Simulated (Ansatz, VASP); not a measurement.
**Hf: VASP beside Ansatz**

```
Hf
1.0
     3.68528    0.00000    0.00000
     0.00000    3.88702    0.00000
     0.00000    0.00000    3.42612
Hf
2
Direct
  0.00000 0.50000 0.91015
  0.50000 0.00000 0.08985
```

Alike in both runs: task relaxation of cell and atoms; functional PBE; k mesh 6 × 4 × 6; occupations gaussian, width 0.1 eV; no spin polarisation.

|  | VASP | Ansatz |
| --- | --- | --- |
| version | VASP 6.6.1 | Ansatz 0.2.0 |
| potentials or method | VASP PAW PBE potentials, release 64 (Hf_pv), cutoff 600 eV | scalar-relativistic, plane waves, PAW |
| valence electrons in the cell | 20 | 52 |

VASP gave:

| Item | Value |
| --- | --- |
| gap on the k mesh at the Fermi level, each at its own relaxed structure (eV) | none |
| relaxed volume (Å³/atom) | 22.55 |
| relaxed cell length with the largest relative difference (Å) | 3.143 |

**Question.** Estimate Ansatz's values.

**Answer.** gap on the k mesh at the Fermi level, each at its own relaxed structure (eV): none; relaxed volume (Å³/atom): 22.62; relaxed cell length with the largest relative difference (Å): 3.154.

A gap of «none» marks a metal or a gap that the smearing closes. VASP's potentials hold 20 valence electrons a cell and Ansatz's 52, so a difference there can come from the potentials and not from the codes.

The k mesh is coarse, so the values compare programs but aren't converged. Neither program's run includes spin-orbit coupling.
